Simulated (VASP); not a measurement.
# MgCd2SO2 (Pmmm) in VASP: a series of runs

The runs below take MgCd2SO2 through single point, with PBE.

Program: VASP 6.6.1. These are calculated values, not measurements. Logs are shortened: lines on timing, memory, paths and dates and some standing lists are left out, and cuts for length are marked.

**1. The cell of the first run**

It takes space group Pmmm (No. 47, orthorhombic). The conventional cell has a = 3.733 Å, b = 4.142 Å, c = 7.128 Å, α = 90.00°, β = 90.00°, γ = 90.00°. Mg (site symmetry mmm) has 2 O at 2.07 Å within 2.7 Å. Within 3.8 Å of Cd (site symmetry mm2) lie 4 O at 2.57 to 2.75 Å and 4 Mg at 3.30 Å and 4 S at 3.32 Å and 4 Cd at 3.52 to 3.73 Å. S (site symmetry mmm) has 2 O at 1.87 Å within 2.5 Å. Within 2.7 Å of O (site symmetry mmm) lie 2 Mg at 2.07 Å and 4 Cd at 2.57 Å. O (site symmetry mmm) has 2 S at 1.87 Å within 2.5 Å.

The cell was built from a structure type or drawn by symmetry, and may not be a known phase.

**2. Single point, PBE**

INCAR

```
SYSTEM = MgCd2SO2
PREC     = Accurate       ! precision mode
ENCUT    = 520            ! plane-wave cutoff, eV
EDIFF    = 1E-6           ! SCF threshold, eV
ISMEAR   = 0              ! smearing method
SIGMA    = 0.1            ! smearing width, eV
LREAL    = .FALSE.        ! projectors in reciprocal space
LASPH    = .TRUE.         ! aspherical terms in the spheres
NELM     = 100            ! most SCF steps
ALGO     = Normal         ! electronic algorithm
ISIF     = 2              ! what is computed and relaxed
LWAVE    = .FALSE.        ! write WAVECAR
LCHARG   = .FALSE.        ! write CHGCAR
GGA      = PE             ! functional
NBANDS   = 31             ! bands
```

KPOINTS

```
regular mesh
0
G
  6 4 4
  0 0 0
```

POSCAR

```
MgCd2SO2
1.0
    3.7331433300      0.0000000000      0.0000000000
    0.0000000000      4.1420565700      0.0000000000
    0.0000000000      0.0000000000      7.1279078600
Mg Cd S O
1 2 1 2
Direct
    0.5000000000      0.5000000000      0.5000000000
    0.0000000000      0.0000000000      0.7470539800
    0.0000000000      0.0000000000      0.2529460200
    0.5000000000      0.5000000000      0.0000000000
    0.5000000000      0.0000000000      0.5000000000
    0.0000000000      0.5000000000      0.0000000000
```

Potentials or basis: VASP PAW PBE potentials, release 64 (Mg, Cd, S, O).

Started as:

```sh
cat potpaw_PBE.64/Mg/POTCAR potpaw_PBE.64/Cd/POTCAR potpaw_PBE.64/S/POTCAR potpaw_PBE.64/O/POTCAR > POTCAR
mpirun -np 1 vasp_std > vasp.out
```

OUTCAR:

```text
SYSTEM = MgCd2SO2
   PREC = Accurate
   ENCUT = 520
   EDIFF = 1E-6
   ISMEAR = 0
   LREAL = .FALSE.
   LASPH = .TRUE.
   NELM = 100
   ISIF = 2
   GGA = PE

 ion  position               nearest neighbor table
   1  0.500  0.500  0.500-   5 2.07   5 2.07   2 3.30   2 3.30   3 3.30   3 3.30   2 3.30   3 3.30
                             2 3.30   3 3.30
   2  0.000  0.000  0.747-   5 2.57   5 2.57   6 2.75   6 2.75   1 3.30   1 3.30   1 3.30   1 3.30
                             3 3.52   3 3.61
   3  0.000  0.000  0.253-   5 2.57   5 2.57   6 2.75   6 2.75   1 3.30   1 3.30   1 3.30   1 3.30
                             2 3.52   2 3.61
   4  0.500  0.500  0.000-   6 1.87   6 1.87
   5  0.500  0.000  0.500-   1 2.07   1 2.07   3 2.57   2 2.57   2 2.57   3 2.57
   6  0.000  0.500  0.000-   4 1.87   4 1.87   2 2.75   2 2.75   3 2.75   3 2.75

  LATTYP: Found a simple orthorhombic cell.
 ALAT       =     3.7331433300
 B/A-ratio  =     1.1095359068
 C/A-ratio  =     1.9093582083

  Lattice vectors:

 A1 = (   3.7331433300,   0.0000000000,   0.0000000000)
 A2 = (   0.0000000000,   4.1420565700,   0.0000000000)
 A3 = (   0.0000000000,   0.0000000000,   7.1279078600)

Analysis of symmetry for initial positions (statically):
=====================================================================
 Subroutine PRICEL returns:
 Original cell was already a primitive cell.

 Routine SETGRP: Setting up the symmetry group for a
 simple orthorhombic supercell.

 Subroutine GETGRP returns: Found  8 space group operations
 (whereof  8 operations were pure point group operations)
 out of a pool of  8 trial point group operations.

The static configuration has the point symmetry D_2h.

Analysis of symmetry for dynamics (positions and initial velocities):
=====================================================================
 Subroutine PRICEL returns:
 Original cell was already a primitive cell.

 Routine SETGRP: Setting up the symmetry group for a
 simple orthorhombic supercell.

 Subroutine GETGRP returns: Found  8 space group operations
 (whereof  8 operations were pure point group operations)
 out of a pool of  8 trial point group operations.

The dynamic configuration has the point symmetry D_2h.

 Subroutine INISYM returns: Found  8 space group operations
 (whereof  8 operations are pure point group operations),
 and found     1 'primitive' translations

----------------------------------------------------------------------------------------

                                     Primitive cell

  volume of cell :     110.2181

  direct lattice vectors                    reciprocal lattice vectors
     3.733143330  0.000000000  0.000000000     0.267870776  0.000000000  0.000000000
     0.000000000  4.142056570  0.000000000     0.000000000  0.241425964  0.000000000
     0.000000000  0.000000000  7.127907860     0.000000000  0.000000000  0.140293620

  length of vectors
     3.733143330  4.142056570  7.127907860     0.267870776  0.241425964  0.140293620

  position of ions in fractional coordinates (direct lattice)
     0.500000000  0.500000000  0.500000000
     0.000000000  0.000000000  0.747053980
     0.000000000  0.000000000  0.252946020
     0.500000000  0.500000000  0.000000000
     0.500000000  0.000000000  0.500000000
     0.000000000  0.500000000  0.000000000

  ion indices of the primitive-cell ions
   primitive index   ion index
                 1           1
                 2           2
                 3           3
                 4           4
                 5           5
                 6           6

----------------------------------------------------------------------------------------

 KPOINTS: regular mesh

Automatic generation of k-mesh.
 Grid dimensions read from file:
 generate k-points for:    6    4    4

 Generating k-lattice:

  Cartesian coordinates                     Fractional coordinates (reciprocal lattice)
     0.044645129  0.000000000  0.000000000     0.166666667  0.000000000  0.000000000
     0.000000000  0.060356491  0.000000000     0.000000000  0.250000000  0.000000000
     0.000000000  0.000000000  0.035073405     0.000000000  0.000000000  0.250000000

  Length of vectors
     0.044645129  0.060356491  0.035073405

  Shift w.r.t. Gamma in fractional coordinates (k-lattice)
     0.000000000  0.000000000  0.000000000

 Subroutine IBZKPT returns following result:
 ===========================================

 Found     36 irreducible k-points:

 Following reciprocal coordinates:
            Coordinates               Weight
  0.000000  0.000000  0.000000      1.000000
  0.166667  0.000000  0.000000      2.000000
  0.333333  0.000000  0.000000      2.000000
  0.500000  0.000000  0.000000      1.000000
  0.000000  0.250000  0.000000      2.000000
  0.166667  0.250000  0.000000      4.000000
[... 16 lines left out ...]
  0.333333  0.500000  0.250000      4.000000
  0.500000  0.500000  0.250000      2.000000
 [... further k-points ...]
[... 61 lines left out ...]
  ext. energy  EPLUGINS =         0.00000000
  ---------------------------------------------------
  free energy    TOTEN  =       -18.98024264 eV

  energy without entropy =      -18.96034517  energy(sigma->0) =      -18.97029391

 E-fermi :   2.7736     XC(G=0):  -9.7893

 val. band max:        2.7675154937   @ k =   0.0000   0.5000   0.2500
 cond. band min:       2.8518394014   @ k =   0.0000   0.2500   0.0000
 fundamental gap:      0.0843239077
 Fermi energy:         2.7735952904

 k-point     1 :       0.0000    0.0000    0.0000
  band No.  band energies     occupation
      1     -16.9320      2.00000
      2     -15.5149      2.00000
      3      -7.3876      2.00000
      4      -6.0971      2.00000
      5      -6.0108      2.00000
      6      -5.9979      2.00000
[... 23 lines left out ...]
     30       9.0075      0.00000
     31       9.1093      0.00000

 k-point     2 :       0.1667    0.0000    0.0000
  band No.  band energies     occupation
      1     -16.7948      2.00000
      2     -15.4959      2.00000
      3      -8.9554      2.00000
      4      -6.0115      2.00000
      5      -5.9896      2.00000
      6      -5.9496      2.00000
[... 23 lines left out ...]
     30       9.1367      0.00000
     31       9.2943      0.00000

 k-point     3 :       0.3333    0.0000    0.0000
  band No.  band energies     occupation
      1     -16.4759      2.00000
      2     -15.4576      2.00000
      3     -10.5357      2.00000
      4      -6.0256      2.00000
      5      -5.9470      2.00000
      6      -5.8793      2.00000
[... 23 lines left out ...]
     30       8.6887      0.00000
     31       9.8721      0.00000

 k-point     4 :       0.5000    0.0000    0.0000
  band No.  band energies     occupation
      1     -16.2844      2.00000
      2     -15.4385      2.00000
      3     -11.1626      2.00000
      4      -6.0243      2.00000
      5      -5.9255      2.00000
      6      -5.8905      2.00000
[... 23 lines left out ...]
     30       9.8468      0.00000
     31      10.9493      0.00000

 k-point     5 :       0.0000    0.2500    0.0000
  band No.  band energies     occupation
      1     -16.9134      2.00000
      2     -15.4755      2.00000
      3      -7.2980      2.00000
      4      -6.0700      2.00000
      5      -6.0214      2.00000
      6      -5.9637      2.00000
[... 23 lines left out ...]
     30      10.4834      0.00000
     31      11.0085      0.00000
[... 542 lines left out ...]
     30      10.3263      0.00000
     31      10.9873      0.00000

 k-point    22 :       0.1667    0.5000    0.2500
  band No.  band energies     occupation
      1     -16.7599      2.00000
      2     -15.4178      2.00000
      3      -8.8520      2.00000
      4      -5.9693      2.00000
      5      -5.9484      2.00000
      6      -5.8809      2.00000
[... 23 lines left out ...]
     30       9.5821      0.00000
     31      10.0544      0.00000

 k-point    23 :       0.3333    0.5000    0.2500
  band No.  band energies     occupation
      1     -16.4471      2.00000
      2     -15.3823      2.00000
      3     -10.4449      2.00000
      4      -5.9718      2.00000
      5      -5.9405      2.00000
      6      -5.8833      2.00000
[... 23 lines left out ...]
     30       8.4294      0.00000
     31       8.7870      0.00000

 k-point    24 :       0.5000    0.5000    0.2500
  band No.  band energies     occupation
      1     -16.2602      2.00000
      2     -15.3644      2.00000
      3     -11.0712      2.00000
      4      -5.9780      2.00000
      5      -5.9520      2.00000
      6      -5.9117      2.00000
[... 23 lines left out ...]
     30       7.7926      0.00000
     31       8.3767      0.00000

 [... further k-points ...]

------------------------ aborting loop because EDIFF is reached ----------------------------------------

  FORCE on cell =-STRESS in cart. coord.  units (eV):
  Direction    XX          YY          ZZ          XY          YZ          ZX
  --------------------------------------------------------------------------------------
  -------------------------------------------------------------------------------------
  Total        3.2863438     -6.1233647     -3.9749518      0.0000000      0.0000000      0.0000000
  in kB       47.7717128    -89.0118730    -57.7816154      0.0000000      0.0000000      0.0000000
  external PRESSURE =     -33.0072586 kB  Pullay stress =       0.0000000 kB

 VOLUME and BASIS-vectors are now :
 -----------------------------------------------------------------------------
  energy-cutoff  :      520.00
  volume of cell :      110.22
      direct lattice vectors                 reciprocal lattice vectors
     3.733143330  0.000000000  0.000000000     0.267870776  0.000000000  0.000000000
     0.000000000  4.142056570  0.000000000     0.000000000  0.241425964  0.000000000
     0.000000000  0.000000000  7.127907860     0.000000000  0.000000000  0.140293620

 POSITION                                       TOTAL-FORCE (eV/Angst)
 -----------------------------------------------------------------------------------
      1.86657      2.07103      3.56395         0.000000      0.000000      0.000000
      0.00000      0.00000      5.32493         0.000000     -0.000000      0.268959
      0.00000      0.00000      1.80298         0.000000      0.000000     -0.268959
      1.86657      2.07103      0.00000         0.000000      0.000000      0.000000
      1.86657      0.00000      3.56395         0.000000      0.000000      0.000000
      0.00000      2.07103      0.00000         0.000000      0.000000      0.000000
 -----------------------------------------------------------------------------------
    total drift:                               -0.000000      0.000000      0.000000

  FREE ENERGIE OF THE ION-ELECTRON SYSTEM (eV)
  ---------------------------------------------------
  free  energy   TOTEN  =       -18.9802426448 eV

  energy  without entropy=      -18.9603451747  energy(sigma->0) =      -18.97029391
```

Run time: 50 s. Hardware: 1 thread of Intel Xeon 6975P-C (Granite Rapids), shared host; peak memory 0.29 GiB.

Results:

- Free energy: -18.9802 eV
- Pressure: -3.3 GPa
- Largest force: 0.269 eV/Å
- Band gap on the k mesh: zero (bands 22 and 23 overlap by 0.47 eV)

Forces in eV/Å, atoms in the order of the input:
```
Mg   0.000  0.000  0.000
Cd   0.000  0.000  0.269
Cd   0.000  0.000 -0.269
S    0.000  0.000  0.000
O    0.000  0.000  0.000
O    0.000  0.000  0.000
```

Caveat: the k points lie up to 0.38 Å⁻¹ apart; semilocal functionals underestimate gaps, so a narrow gap can read as zero.

**3. Single point, PBE**

This run uses another cell than the first one, of 16.53 Å³/atom.

INCAR

```
SYSTEM = MgCd2SO2
PREC = Accurate
ENCUT = 520
EDIFF = 1E-7
ISMEAR = 0
SIGMA = 0.1
LREAL = .False.
LASPH = .True.
NELM = 80
ALGO = Normal
ISIF = 2
LWAVE = .False.
LCHARG = .True.
GGA = PE
LELF = .True.
LVHAR = .True.
NBANDS = 31
```

KPOINTS

```
Automatic mesh
0
Gamma
  10 10 6
  0 0 0
```

POSCAR

```
MgCd2SO2
1.0
    4.5614225856      0.0000000000      0.0000000000
    0.0000000000      3.8100266709      0.0000000000
    0.0000000000      0.0000000000      5.7058012444
Mg Cd S O
1 2 1 2
Direct
    0.5000000000      0.5000000000      0.5000000000
    0.0000000000      0.0000000000      0.7460705462
    0.0000000000      0.0000000000      0.2539294538
    0.5000000000      0.5000000000      0.0000000000
    0.5000000000      0.0000000000      0.5000000000
    0.0000000000      0.5000000000      0.0000000000
```

Potentials or basis: VASP PAW PBE potentials, release 64 (Mg, Cd, S, O).

Started as:

```sh
cat potpaw_PBE.64/Mg/POTCAR potpaw_PBE.64/Cd/POTCAR potpaw_PBE.64/S/POTCAR potpaw_PBE.64/O/POTCAR > POTCAR
mpirun -np 1 vasp_std > vasp.out
```

Run time: 2.5 min. Hardware: 1 thread of Intel Xeon 6975P-C (Granite Rapids), shared host; peak memory 0.51 GiB.

It converged, with:

```yaml
Free_energy: -20.7320 eV
Pressure: 0.3 GPa
Largest_force: 0.035 eV/Å
Band_gap_on_the_k_mesh: zero (bands 22 and 23 overlap by 0.52 eV)
```

Forces in eV/Å, atoms in the order of the input:
```
Mg   0.000  0.000  0.000
Cd   0.000  0.000 -0.035
Cd   0.000  0.000  0.035
S    0.000  0.000  0.000
O    0.000  0.000  0.000
O    0.000  0.000  0.000
```

Stress tensor (GPa, compression positive):
```
0.14 0.00 0.00
0.00 0.28 0.00
0.00 0.00 0.33
```

Levels at points of the mesh, in eV from the Fermi level:
```
           k point  band 18  band 19  band 20  band 21  band 22  band 23  band 24  band 25  band 26  band 27
(0.00, 0.00, 0.00)    -3.35    -3.27    -2.60    -0.85    -0.09     1.42     2.61     3.77     4.47     4.96
(0.50, 0.00, 0.00)    -3.34    -2.58    -1.68    -1.23    -0.56     0.31     1.39     2.44     2.69     5.21
(0.00, 0.50, 0.00)    -3.42    -3.14    -1.51    -1.39    -0.55     0.61     2.72     2.87     4.65     5.36
(0.50, 0.50, 0.00)    -3.14    -2.77    -2.45    -2.26    -1.31     0.80     1.35     2.25     4.29     4.71
(0.00, 0.00, 0.50)    -3.45    -3.41    -1.79    -1.19    -0.15    -0.15     2.53     4.13     5.16     5.93
(0.50, 0.00, 0.50)    -3.14    -3.04    -2.54    -2.42    -0.63     0.40     0.89     3.73     4.83     5.82
(0.00, 0.50, 0.50)    -3.30    -2.74    -1.86    -1.14    -1.07     2.14     2.95     3.14     3.48     4.25
(0.50, 0.50, 0.50)    -3.97    -2.48    -1.79    -1.48    -0.93     0.97     1.33     2.29     3.86     4.75
```

Caveat: semilocal functionals underestimate gaps, so a narrow gap can read as zero.

**4. Single point, PBE**

This run uses another cell than the first one, of 16.54 Å³/atom.

INCAR

```
PREC     = Accurate       # precision mode
ENCUT    = 520            # plane-wave cutoff, eV
EDIFF    = 1E-6           # SCF threshold, eV
ISMEAR   = 0              # smearing method
SIGMA    = 0.1            # smearing width, eV
LREAL    = False          # projectors in reciprocal space
LASPH    = True           # aspherical terms in the spheres
NELM     = 100            # most SCF steps
ALGO     = Normal         # electronic algorithm
ISIF     = 2              # what is computed and relaxed
LWAVE    = False          # write WAVECAR
LCHARG   = False          # write CHGCAR
GGA      = PE             # functional
NBANDS   = 31             # bands
```

KPOINTS

```
regular mesh
0
Gamma
  8 10 8
```

POSCAR

```
MgCd2SO2
1.0
    4.5701985249      0.0000000000      0.0000000000
    0.0000000000      3.8090878874      0.0000000000
    0.0000000000      0.0000000000      5.7006765318
Mg Cd S O
1 2 1 2
Direct
    0.5000000000      0.5000000000      0.5000000000
    0.0000000000      0.0000000000      0.7459828015
    0.0000000000      0.0000000000      0.2540171985
    0.5000000000      0.5000000000      0.0000000000
    0.5000000000      0.0000000000      0.5000000000
    0.0000000000      0.5000000000      0.0000000000
```

Started as:

```sh
cat potpaw_PBE.64/Mg/POTCAR potpaw_PBE.64/Cd/POTCAR potpaw_PBE.64/S/POTCAR potpaw_PBE.64/O/POTCAR > POTCAR
mpirun -np 1 vasp_std > vasp.out
```

It took 2.6 min on 1 thread of Intel Xeon 6975P-C (Granite Rapids), shared host; peak memory 0.52 GiB.

The run converged. Its results:

| Property | Result |
| --- | --- |
| Free energy | -20.7305 eV |
| Pressure | 0.2 GPa |
| Largest force | 0.038 eV/Å |
| Band gap on the k mesh | zero (bands 22 and 23 overlap by 0.68 eV) |

Forces in eV/Å, atoms in the order of the input:
```
Mg   0.000  0.000  0.000
Cd   0.000  0.000 -0.038
Cd   0.000  0.000  0.038
S    0.000  0.000  0.000
O    0.000  0.000  0.000
O    0.000  0.000  0.000
```

Stress tensor (GPa, compression positive):
```
0.12 0.00 0.00
0.00 0.25 0.00
0.00 0.00 0.34
```

Levels at points of the mesh, in eV from the Fermi level:
```tsv
k point	band 20	band 21	band 22	band 23	band 24	band 25
(0.00, 0.00, 0.00)	-2.54	-0.79	-0.03	1.49	2.64	3.84
(0.50, 0.00, 0.00)	-1.63	-1.16	-0.49	0.36	1.45	2.51
(0.00, 0.50, 0.00)	-1.45	-1.34	-0.49	0.68	2.79	2.90
(0.50, 0.50, 0.00)	-2.39	-2.19	-1.26	0.86	1.40	2.32
(0.00, 0.00, 0.50)	-1.72	-1.13	-0.10	-0.10	2.56	4.18
(0.50, 0.00, 0.50)	-2.48	-2.36	-0.56	0.45	0.95	3.79
(0.00, 0.50, 0.50)	-1.80	-1.08	-1.01	2.21	2.98	3.22
(0.50, 0.50, 0.50)	-1.72	-1.41	-0.87	1.02	1.40	2.36
```

Caveat: semilocal functionals underestimate gaps, so a narrow gap can read as zero.

**5. Summary**

```csv
cell,k mesh,gap on the mesh (eV),pressure (GPa),largest force (eV/Å)
"a = 3.733, b = 4.142, c = 7.128 Å, 6 atoms",6 × 4 × 4,none,-3.3,0.27
"a = 4.561, b = 3.810, c = 5.706 Å, 6 atoms",10 × 10 × 6,none,0.3,0.03
"a = 4.570, b = 3.809, c = 5.701 Å, 6 atoms",8 × 10 × 8,none,0.2,0.04
```

Alike in all rows: task single point; level PBE; potentials or basis VASP PAW PBE potentials, release 64 (Mg, Cd, S, O); no spin polarisation; cutoff (eV) 520; smearing gaussian 0.1 eV.

Caveats: some runs use coarse meshes; semilocal functionals underestimate gaps, so a narrow gap can read as zero.

Absolute energies hang on the potentials; compare differences alone.
